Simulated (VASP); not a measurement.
Write the native input for VASP 6.6.1 that does the following.

```
Task                   : single point
Functional             : PBE
Potentials or basis    : VASP PAW PBE potentials, release 64 (Si, Ni)
Cutoff                 : 520 eV
k mesh                 : 14 × 12 × 10
Occupations            : gaussian, width 0.1 eV
Spin                   : no spin polarisation
Dipole correction      : no
Further INCAR settings : ALGO = Normal; EDIFF = 1e-07; NBANDS = 22
```

The structure of SiNi lies in POSCAR:

```
SiNi
1.0
    3.0552835513      0.0000000000      0.0000000000
    0.0000000000      3.2583147497      0.0000000000
    0.0000000000      0.0000000000      4.7093899711
Si Ni
2 2
Direct
    0.5000000000      0.5000000000      0.8431827248
    0.0000000000      0.0000000000      0.1568172752
    0.5000000000      0.5000000000      0.3423059830
    0.0000000000      0.0000000000      0.6576940170
```

These files were run (other wordings do the same):

INCAR

```
SYSTEM = SiNi
PREC = Accurate
ENCUT = 520
EDIFF = 1E-7
ISMEAR = 0
SIGMA = 0.1
LREAL = .False.
LASPH = .True.
NELM = 80
ALGO = Normal
ISIF = 2
LWAVE = .False.
LCHARG = .False.
GGA = PE
NBANDS = 22
```

KPOINTS

```
Automatic mesh
0
Gamma
  14 12 10
  0 0 0
```

Potentials or basis: VASP PAW PBE potentials, release 64 (Si, Ni).

Command:

```console
$ cat potpaw_PBE.64/Si/POTCAR potpaw_PBE.64/Ni/POTCAR > POTCAR
$ mpirun -np 1 vasp_std > vasp.out
```

Results of the run:

| Property | Result |
| --- | --- |
| Pressure | 0.0 GPa |
| Largest force | 0.009 eV/Å |
| Band gap on the k mesh | zero (band 14 reaches 13.27 eV, above the bottom of band 15 at 10.69 eV) |

Wall time 6.4 min on 1 thread of Intel Xeon 8259CL (shared host), peak memory 0.39 GiB.
